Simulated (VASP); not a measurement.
# Co2Ru (Fd-3m) in VASP: notebook

Co2Ru is run at these levels: PBE; tasks: single point, relaxation of cell and atoms.

All numbers are computed with VASP 6.6.1; they aren't measurements. Logs are shortened: lines on timing, memory, paths and dates and some standing lists are left out, and cuts for length are marked.

### Step 1. The cell of the first run

It takes space group Fd-3m (No. 227, cubic). The conventional cell has a = 6.617 Å, b = 6.617 Å, c = 6.617 Å, α = 90.00°, β = 90.00°, γ = 90.00°. Within 3.1 Å of Co (site symmetry -3m) lie 6 Co at 2.34 Å and 6 Ru at 2.74 Å. Within 3.6 Å of Ru (site symmetry -43m) lie 12 Co at 2.74 Å and 4 Ru at 2.87 Å.

### Step 2. Single point, PBE, collinear spin, ferromagnetic start

Contents of INCAR:

```
SYSTEM = Co2Ru
ALGO     = Normal         ! electronic algorithm
EDIFF    = 1E-6           ! SCF threshold, eV
ENCUT    = 690            ! plane-wave cutoff, eV
GGA      = PE             ! functional
GGA_COMPAT= .FALSE.      
ISIF     = 2              ! what is computed and relaxed
ISMEAR   = 0              ! smearing method
ISPIN    = 2              ! spin polarisation
LASPH    = .TRUE.         ! aspherical terms in the spheres
LCHARG   = .FALSE.        ! write CHGCAR
LMAXMIX  = 4              ! l up to which the mixer works
LORBIT   = 11             ! projections on sites
LREAL    = .FALSE.        ! projectors in reciprocal space
LWAVE    = .FALSE.        ! write WAVECAR
MAGMOM   = 1.82 1.82 1.82 1.82 0.39 0.39 ! initial moments
NBANDS   = 63             ! bands
NELM     = 200            ! most SCF steps
PREC     = Accurate       ! precision mode
SIGMA    = 0.1            ! smearing width, eV
```

Contents of KPOINTS:

```
k-points
0
G
  6 6 6
  0 0 0
```

Contents of POSCAR:

```
Co2Ru
1.0
    0.0000000000      3.3085464304      3.3085464304
    3.3085464304      0.0000000000      3.3085464304
    3.3085464304      3.3085464304      0.0000000000
Co Ru
4 2
Direct
    0.6250000000      0.6250000000      0.6250000000
    0.1250000000      0.6250000000      0.6250000000
    0.6250000000      0.6250000000      0.1250000000
    0.6250000000      0.1250000000      0.6250000000
    0.0000000000      0.0000000000      0.0000000000
    0.2500000000      0.2500000000      0.2500000000
```

Potentials or basis: VASP PAW PBE potentials, release 64 (Co_sv, Ru_sv).

Command:

```
> cat potpaw_PBE.64/Co_sv/POTCAR potpaw_PBE.64/Ru_sv/POTCAR > POTCAR
> mpirun -np 1 vasp_std > vasp.out
```

OUTCAR:

```text
SYSTEM = Co2Ru
   EDIFF = 1E-6
   ENCUT = 690
   GGA = PE
   ISIF = 2
   ISMEAR = 0
   ISPIN = 2
   LASPH = .TRUE.
   LORBIT = 11
   LREAL = .FALSE.
   NELM = 200
   PREC = Accurate

 ion  position               nearest neighbor table
   1  0.625  0.625  0.625-   2 2.34   3 2.34   4 2.34   3 2.34   4 2.34   2 2.34
   2  0.125  0.625  0.625-   1 2.34   3 2.34   4 2.34   1 2.34   3 2.34   4 2.34
   3  0.625  0.625  0.125-   1 2.34   1 2.34   2 2.34   4 2.34   4 2.34   2 2.34
   4  0.625  0.125  0.625-   1 2.34   3 2.34   1 2.34   2 2.34   3 2.34   2 2.34
   5  0.000  0.000  0.000-
   6  0.250  0.250  0.250-

  LATTYP: Found a face centered cubic cell.
 ALAT       =     6.6170928608

  Lattice vectors:

 A1 = (   0.0000000000,   3.3085464304,   3.3085464304)
 A2 = (   3.3085464304,   0.0000000000,   3.3085464304)
 A3 = (   3.3085464304,   3.3085464304,   0.0000000000)

Analysis of symmetry for initial positions (statically):
=====================================================================
 Subroutine PRICEL returns:
 Original cell was already a primitive cell.

 Routine SETGRP: Setting up the symmetry group for a
 face centered cubic supercell.

 Subroutine GETGRP returns: Found 48 space group operations
 (whereof 24 operations were pure point group operations)
 out of a pool of 48 trial point group operations.

The static configuration has the point symmetry T_d .
 The point group associated with its full space group is O_h .

Analysis of symmetry for dynamics (positions and initial velocities):
=====================================================================
 Subroutine PRICEL returns:
 Original cell was already a primitive cell.

 Routine SETGRP: Setting up the symmetry group for a
 face centered cubic supercell.

 Subroutine GETGRP returns: Found 48 space group operations
 (whereof 24 operations were pure point group operations)
 out of a pool of 48 trial point group operations.

The dynamic configuration has the point symmetry T_d .
 The point group associated with its full space group is O_h .

Analysis of structural, dynamic, and magnetic symmetry:
=====================================================================
 Subroutine PRICEL returns:
 Original cell was already a primitive cell.

 Routine SETGRP: Setting up the symmetry group for a
 face centered cubic supercell.

 Subroutine GETGRP returns: Found 48 space group operations
 (whereof 24 operations were pure point group operations)
 out of a pool of 48 trial point group operations.

The overall configuration has the point symmetry T_d .
 The point group associated with its full space group is O_h .

 Subroutine INISYM returns: Found 48 space group operations
 (whereof 24 operations are pure point group operations),
 and found     1 'primitive' translations

----------------------------------------------------------------------------------------

                                     Primitive cell

  volume of cell :      72.4339

  direct lattice vectors                    reciprocal lattice vectors
     0.000000000  3.308546430  3.308546430    -0.151123767  0.151123767  0.151123767
     3.308546430  0.000000000  3.308546430     0.151123767 -0.151123767  0.151123767
     3.308546430  3.308546430  0.000000000     0.151123767  0.151123767 -0.151123767

  length of vectors
     4.678991234  4.678991234  4.678991234     0.261754043  0.261754043  0.261754043

  position of ions in fractional coordinates (direct lattice)
     0.625000000  0.625000000  0.625000000
     0.125000000  0.625000000  0.625000000
     0.625000000  0.625000000  0.125000000
     0.625000000  0.125000000  0.625000000
     0.000000000  0.000000000  0.000000000
     0.250000000  0.250000000  0.250000000

  ion indices of the primitive-cell ions
   primitive index   ion index
                 1           1
                 2           2
                 3           3
                 4           4
                 5           5
                 6           6

----------------------------------------------------------------------------------------

 KPOINTS: k-points

Automatic generation of k-mesh.
 Grid dimensions read from file:
 generate k-points for:    6    6    6

 Generating k-lattice:

  Cartesian coordinates                     Fractional coordinates (reciprocal lattice)
    -0.025187295  0.025187295  0.025187295     0.166666667  0.000000000  0.000000000
     0.025187295 -0.025187295  0.025187295     0.000000000  0.166666667  0.000000000
     0.025187295  0.025187295 -0.025187295     0.000000000  0.000000000  0.166666667

  Length of vectors
     0.043625674  0.043625674  0.043625674

  Shift w.r.t. Gamma in fractional coordinates (k-lattice)
     0.000000000  0.000000000  0.000000000

 Subroutine IBZKPT returns following result:
 ===========================================

 Found     16 irreducible k-points:

 Following reciprocal coordinates:
            Coordinates               Weight
  0.000000  0.000000  0.000000      1.000000
  0.166667  0.000000  0.000000      8.000000
  0.333333  0.000000  0.000000      8.000000
  0.500000  0.000000  0.000000      4.000000
  0.166667  0.166667  0.000000      6.000000
  0.333333  0.166667  0.000000     24.000000
[... 8 lines left out ...]
 -0.333333  0.333333  0.166667     24.000000
 -0.333333  0.500000  0.166667     12.000000
   k-points           NKPTS =     16   k-points in BZ     NKDIM =     16   number of bands    NBANDS=     63
   number of dos      NEDOS =    301   number of ions     NIONS =      6
   total plane-waves  NPLWV =  64000
   dimension x,y,z NGX =    40 NGY =   40 NGZ =   40
   dimension x,y,z NGXF=    80 NGYF=   80 NGZF=   80
   ions per type =               4   2
   NGX,Y,Z   is equivalent  to a cutoff of  14.21, 14.21, 14.21 a.u.
   NGXF,Y,Z  is equivalent  to a cutoff of  28.42, 28.42, 28.42 a.u.
 SYSTEM =  Co2Ru
   PREC   = accura    normal or accurate (medium, high low for compatibility)
   ISTART =      0    job   : 0-new  1-cont  2-samecut
   ICHARG =      2    charge: 1-file 2-atom 10-const
   ISPIN  =      2    spin polarized calculation?
   LNONCOLLINEAR =      F non collinear calculations
   LSORBIT =      F    spin-orbit coupling
   LASPH  =      T    aspherical Exc in radial PAW
   ENCUT  =  690.0 eV  50.71 Ry    7.12 a.u.  10.02 10.02 10.02*2*pi/ulx,y,z
   NELM   =    200;   NELMIN=  2; NELMDL= -5     # of ELM steps
   EDIFF  = 0.1E-05   stopping-criterion for ELM
   LREAL  =      F    real-space projection
[... 7 lines left out ...]
   TEBEG  =    0.0;   TEEND  =   0.0 temperature during run
   PSTRESS=    0.0 pullay stress
   NELECT =     100.0000    total number of electrons
   NUPDOWN=      -1.0000    fix difference up-down
   EMIN   =  10.00;   EMAX   =-10.00  energy-range for DOS
   EFERMI =   0.00;   METHOD = LEGACY
   ISMEAR =     0;   SIGMA  =   0.10  broadening in eV -4-tet -1-fermi 0-gaus
   EFERMI_NEDOS =   21; number of points for ismear=-14 and -15
   IALGO  =     38    algorithm
   IMIX   =      4    mixing-type and parameters
     AMIX     =   0.40;   BMIX     =  1.00
     AMIX_MAG =   1.60;   BMIX_MAG =  1.00
  volume/ion in A,a.u.               =      12.07        81.47
  Fermi-wavevector in a.u.,A,eV,Ry     =   1.822892  3.444766 45.211277  3.322935
  Thomas-Fermi vector in A             =   2.878952
   LORBIT       =     11    0 simple, 1 ext, 2 COOP (PROOUT), +10 PAW based schemes
   GGA     = PE    functional components
   LHFCALC =     F    Hartree Fock is set to
   AEXX    =    0.0000 exact exchange contribution
   IVDW    =     0    specifies the selected vdW correction
   LEPSILON=     F    determine dielectric tensor
   LRPA    =     F    only Hartree local field effects (RPA)
 spin polarized calculation
 Gauss-broadening in eV      SIGMA  =   0.10
  energy-cutoff  :      690.00
  volume of cell :       72.43
 maximum number of plane-waves:      2998
   NGX = 21   NGY = 21   NGZ = 21

 number of electron     100.0000000 magnetization       8.0600000

 number of electron      99.9999956 magnetization       8.4856125

 Free energy of the ion-electron system (eV)
  ---------------------------------------------------
  ext. energy  EPLUGINS =         0.00000000
  ---------------------------------------------------
  free energy    TOTEN  =       -45.87500748 eV

  energy without entropy =      -45.81384446  energy(sigma->0) =      -45.84442597

 E-fermi :  12.8992     XC(G=0): -13.8660

 val. band max:       12.8977431715   @ k =   0.5000   0.0000   0.0000
 cond. band min:      12.9136222706   @ k =  -0.3333   0.3333   0.1667
 fundamental gap:      0.0158790991
 Fermi energy:        12.8992497802

 spin component 1

 k-point     1 :       0.0000    0.0000    0.0000
  band No.  band energies     occupation
      1     -83.6628      1.00000
      2     -83.5856      1.00000
      3     -83.5856      1.00000
      4     -83.5856      1.00000
      5     -60.0581      1.00000
      6     -60.0077      1.00000
[... 1029 lines left out ...]
     61      22.0900      0.00000
     62      22.0900      0.00000
 Fermi energy:        12.8992497802

 spin component 2

 k-point     1 :       0.0000    0.0000    0.0000
  band No.  band energies     occupation
      1     -81.4448      1.00000
      2     -81.3618      1.00000
      3     -81.3618      1.00000
      4     -81.3618      1.00000
      5     -59.5011      1.00000
      6     -59.4501      1.00000
[... 1029 lines left out ...]
     61      22.6400      0.00000
     62      22.6400      0.00000
 [bands above 62 left out]

------------------------ aborting loop because EDIFF is reached ----------------------------------------

  FORCE on cell =-STRESS in cart. coord.  units (eV):
  Direction    XX          YY          ZZ          XY          YZ          ZX
  --------------------------------------------------------------------------------------
  -------------------------------------------------------------------------------------
  Total       -0.3185772     -0.3185772     -0.3185772      0.0000000      0.0000000     -0.0000000
  in kB       -7.0466640     -7.0466640     -7.0466640      0.0000000      0.0000000     -0.0000000
  external PRESSURE =      -7.0466640 kB  Pullay stress =       0.0000000 kB

 VOLUME and BASIS-vectors are now :
 -----------------------------------------------------------------------------
  energy-cutoff  :      690.00
  volume of cell :       72.43
      direct lattice vectors                 reciprocal lattice vectors
     0.000000000  3.308546430  3.308546430    -0.151123767  0.151123767  0.151123767
     3.308546430  0.000000000  3.308546430     0.151123767 -0.151123767  0.151123767
     3.308546430  3.308546430  0.000000000     0.151123767  0.151123767 -0.151123767

 POSITION                                       TOTAL-FORCE (eV/Angst)
 -----------------------------------------------------------------------------------
      4.13568      4.13568      4.13568         0.000000      0.000000     -0.000000
      4.13568      2.48141      2.48141         0.000000      0.000000     -0.000000
      2.48141      2.48141      4.13568         0.000000      0.000000     -0.000000
      2.48141      4.13568      2.48141         0.000000      0.000000     -0.000000
      0.00000      0.00000      0.00000        -0.000000     -0.000000     -0.000000
      1.65427      1.65427      1.65427         0.000000      0.000000      0.000000
 -----------------------------------------------------------------------------------
    total drift:                                0.000000      0.000000      0.000000

  FREE ENERGIE OF THE ION-ELECTRON SYSTEM (eV)
  ---------------------------------------------------
  free  energy   TOTEN  =       -45.8750074786 eV

  energy  without entropy=      -45.8138444568  energy(sigma->0) =      -45.84442597

 total charge

# of ion       s       p       d       tot
------------------------------------------
    1        2.261   6.137   6.680  15.077
    2        2.261   6.137   6.680  15.077
    3        2.261   6.137   6.680  15.077
    4        2.261   6.137   6.680  15.077
    5        2.180   6.061   5.277  13.518
    6        2.180   6.061   5.277  13.518
--------------------------------------------------
tot         13.403  36.668  37.273  87.344

 magnetization (x)

# of ion       s       p       d       tot
------------------------------------------
    1       -0.001  -0.007   1.817   1.809
    2       -0.001  -0.007   1.817   1.809
    3       -0.001  -0.007   1.817   1.809
    4       -0.001  -0.007   1.817   1.809
    5       -0.002  -0.011   0.706   0.693
    6       -0.002  -0.011   0.706   0.693
--------------------------------------------------
tot         -0.010  -0.049   8.682   8.623
```

It took 5.7 min on 1 thread of Intel Xeon Platinum 8259CL at 2.50GHz (Skylake/Cascade Lake), shared host; peak memory 0.38 GiB.

What came out:

```
Free energy                                           : -45.8750 eV
Pressure                                              : -0.7 GPa
Net moment                                            : 8.49 μB per cell
Site moments                                          : Co +1.81; Ru +0.69 μB
Valence electrons inside the program's atomic spheres : Co 15.08; Ru 13.52
```

Levels at points of the mesh, in eV from the Fermi level:
Spin up:
```csv
k point,band 50,band 51,band 52,band 53,band 54,band 55,band 56,band 57,band 58,band 59
"(0.00, 0.00, 0.00)",-1.01,-0.49,-0.49,-0.49,0.14,0.14,0.92,4.89,4.89,4.89
"(0.50, 0.00, 0.00)",-0.93,-0.84,-0.55,-0.55,-0.49,0.26,0.26,2.24,3.29,3.29
"(0.50, 0.50, 0.00)",-1.24,-0.64,-0.64,0.02,0.02,0.08,0.08,1.28,1.28,3.60
```
Spin down:
```csv
k point,band 42,band 43,band 44,band 45,band 46,band 47,band 48,band 49
"(0.00, 0.00, 0.00)",-1.12,-0.63,-0.63,0.07,0.07,0.07,0.69,0.69
"(0.50, 0.00, 0.00)",-1.05,-0.70,-0.70,-0.36,-0.25,-0.25,0.00,0.27
"(0.50, 0.50, 0.00)",-1.38,-0.64,-0.64,-0.15,-0.15,-0.02,-0.02,0.45
```

[end of part 1 of 2]
